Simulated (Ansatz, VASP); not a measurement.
# Two plane-wave programs on Ag

The input INCAR:

```
PREC     = Accurate       # precision mode
ENCUT    = 520            # plane-wave cutoff, eV
EDIFF    = 1E-6           # SCF threshold, eV
ISMEAR   = -1             # smearing method
SIGMA    = 0.1            # smearing width, eV
LREAL    = False          # projectors in reciprocal space
LASPH    = True           # aspherical terms in the spheres
NELM     = 80             # most SCF steps
ALGO     = Normal         # electronic algorithm
ISIF     = 2              # what is computed and relaxed
LWAVE    = False          # write WAVECAR
LCHARG   = True           # write CHGCAR
GGA      = PE             # functional
LELF     = True           # ELF
LVHAR    = True         
NBANDS   = 12             # bands
```

The input KPOINTS:

```
Automatic mesh
0
Gamma
  2 2 2
```

POSCAR

```
Ag
1.0
    0.0000000000      2.0734381516      2.0734381516
    2.0734381516      0.0000000000      2.0734381516
    2.0734381516      2.0734381516      0.0000000000
Ag
1
Direct
    0.0000000000      0.0000000000      0.0000000000
```

Input for Ansatz:

```yaml
crystal:
  lattice:
    - [0.0, 2.0734381516, 2.0734381516]
    - [2.0734381516, 0.0, 2.0734381516]
    - [2.0734381516, 2.0734381516, 0.0]
  atoms:
    - { symbol: Ag, position: [0.0, 0.0, 0.0] }
hamiltonian:
  xc: pbe
  pseudopotentials:
    kind: paw
    azcp:
      Ag: "pseudopotentials/Ag.paw.azcp"
basis:
  ecutwfc: 420
  fft_grid_basis: typed
kpoints:
  mp_grid: { grid: [2, 2, 2], shift: [0, 0, 0] }
magnetization:
  spin_polarized: false
scf:
  occupations: { method: fermi_dirac, width: 0.1 }
  lower_state_search: "off"
output:
  stress: true
```

Alike in both runs: task single point; functional PBE; k mesh 2 × 2 × 2; occupations fermi-dirac, width 0.1 eV; no spin polarisation.

|  | VASP | Ansatz |
| --- | --- | --- |
| version | VASP 6.6.1 | Ansatz 0.2.0 |
| potentials or method | VASP PAW PBE potentials, release 64 (Ag), cutoff 520 eV | plane waves (420 eV) with PAW, scalar-relativistic |
| valence electrons in the cell | 11 | 19 |

Ansatz gave:

* pressure (GPa): 19.9

Q: Estimate VASP's values.

A: Pressure (GPa): 19.8.

VASP's potentials hold 11 valence electrons a cell and Ansatz's 19, so a difference there can come from the potentials and not from the codes.

The k mesh is coarse, so the values compare programs but aren't converged.
